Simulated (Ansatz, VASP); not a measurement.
**WS2: VASP beside Ansatz**

INCAR

```
SYSTEM = WS2
PREC = Accurate ; ENCUT = 520
EDIFF = 1E-6 ; ISMEAR = 0
SIGMA = 0.05 ; LREAL = .False.
LASPH = .True. ; NELM = 60
ALGO = Normal ; ISIF = 2
LWAVE = .False. ; LCHARG = .False.
LDIPOL = .True. ; IDIPOL = 3
DIPOL = 0.5 0.5 0.400 ; GGA = PE
IVDW = 12 ; NBANDS = 35
```

The input KPOINTS:

```
Automatic mesh
0
Gamma
  9 9 1
  0 0 0
```

File POSCAR:

```
WS2
1.0
    3.1595457497      0.0000000000      0.0000000000
   -1.5797728749      2.7362468836      0.0000000000
    0.0000000000      0.0000000000     23.8042575719
S W
4 2
Direct
    0.3333333333      0.6666666667      0.1890418126
    0.3333333333      0.6666666667      0.3214605103
    0.3333333333      0.6666666667      0.4785752612
    0.3333333333      0.6666666667      0.6109939589
    0.6666666667      0.3333333333      0.2552511581
    0.0000000000      1.0000000000      0.5447846067
```

Input for Ansatz:

```yaml
crystal:
  lattice:
    - [3.1595457497, 0.0, 0.0]
    - [-1.5797728749, 2.7362468836, 0.0]
    - [0.0, 0.0, 23.8042575719]
  atoms:
    - { symbol: S, position: [0.3333333333, 0.6666666667, 0.1890418126] }
    - { symbol: W, position: [0.6666666667, 0.3333333333, 0.2552511581] }
    - { symbol: S, position: [0.3333333333, 0.6666666667, 0.3214605103] }
    - { symbol: S, position: [0.3333333333, 0.6666666667, 0.4785752612] }
    - { symbol: W, position: [0.0, 1.0, 0.5447846067] }
    - { symbol: S, position: [0.3333333333, 0.6666666667, 0.6109939589] }
basis:
  ecutwfc: 420
kpoints:
  mp_grid: { grid: [9, 9, 1] }
hamiltonian:
  xc: pbe
  pseudopotentials: { kind: paw, azcp: { folder: soft_1 } }
  dispersion: d3bj
scf:
  occupations: { method: gaussian, width: 0.05 }
output:
  forces: true
  eigenvalues: true
efield:
  axis: 3
  dipole_correction: true
  ramp_width: 0.04
```

Alike in both runs: task single point; functional PBE; dispersion D3(BJ); k mesh 9 × 9 × 1; occupations gaussian, width 0.05 eV; no spin polarisation.

|  | VASP | Ansatz |
| --- | --- | --- |
| version | VASP 6.6.1 | Ansatz 0.2.0 |
| potentials or method | VASP PAW PBE potentials, release 64 (S, W_sv), cutoff 520 eV | scalar-relativistic, plane waves, PAW |
| valence electrons in the cell | 52 | 52 |

|  | VASP | Ansatz | Ansatz less VASP |
| --- | --- | --- | --- |
| gap on the k mesh at the Fermi level (eV) | 1.82 | 1.81 | -0.014 |
| least direct gap on the mesh (eV) | 1.92 | 1.92 | -0.003 |
| rms of the force components (eV/Å) | 0.015 | 0.015 | -0.0004 |

Neither program's run includes spin-orbit coupling.
